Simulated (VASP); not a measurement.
Write the native input for VASP 6.6.1 that does the following.

```yaml
Task: single point
Functional: PBE
Potentials_or_basis: VASP PAW PBE potentials, release 64 (Al)
Cutoff: 520 eV
k_mesh: 8 × 8 × 8
Occupations: gaussian, width 0.1 eV
Spin: no spin polarisation
Dipole_correction: no
Further_INCAR_settings: ALGO = Fast; EDIFF = 1e-06; NBANDS = 18
```

The structure of Al lies in POSCAR:

```
Al
1.0
    1.9956587115     -1.9956587115      4.0077284739
    4.0095255483      2.0138668368      2.0038642370
   -2.0655519603      2.0655519603      4.0776217228
Al
6
Direct
    0.0000000000      0.0000000000      0.0000000000
    0.3333333333      0.3333333333      0.0000000000
    0.6666666667      0.6666666667      0.0000000000
    0.5000000000      0.0000000000      0.5000000000
    0.1666666667      0.6666666667      0.5000000000
    0.8333333333      0.3333333333      0.5000000000
```

One way to write it, as run:

INCAR

```
SYSTEM = Al
ALGO = Fast ; EDIFF = 1E-6
ENCUT = 520 ; GGA = PE
ISIF = 2 ; ISMEAR = 0
LASPH = .True. ; LCHARG = .False.
LREAL = .False. ; LWAVE = .False.
NBANDS = 18 ; NELM = 80
PREC = Accurate ; SIGMA = 0.1
```

KPOINTS

```
k-points
0
Gamma
  8 8 8
  0 0 0
```

Potentials or basis: VASP PAW PBE potentials, release 64 (Al).

Run with:

```console
$ cat potpaw_PBE.64/Al/POTCAR > POTCAR
$ mpirun -np 1 vasp_std > vasp.out
```

It gave:

```json
{
  "Pressure": "0.0 GPa",
  "Band gap on the k mesh": "zero (bands 9 and 10 overlap by 4.29 eV)"
}
```

Run time: 81 s on 1 thread of Intel(R) Xeon(R) 6975P-C (Granite Rapids) (shared host), peak memory 0.35 GiB.
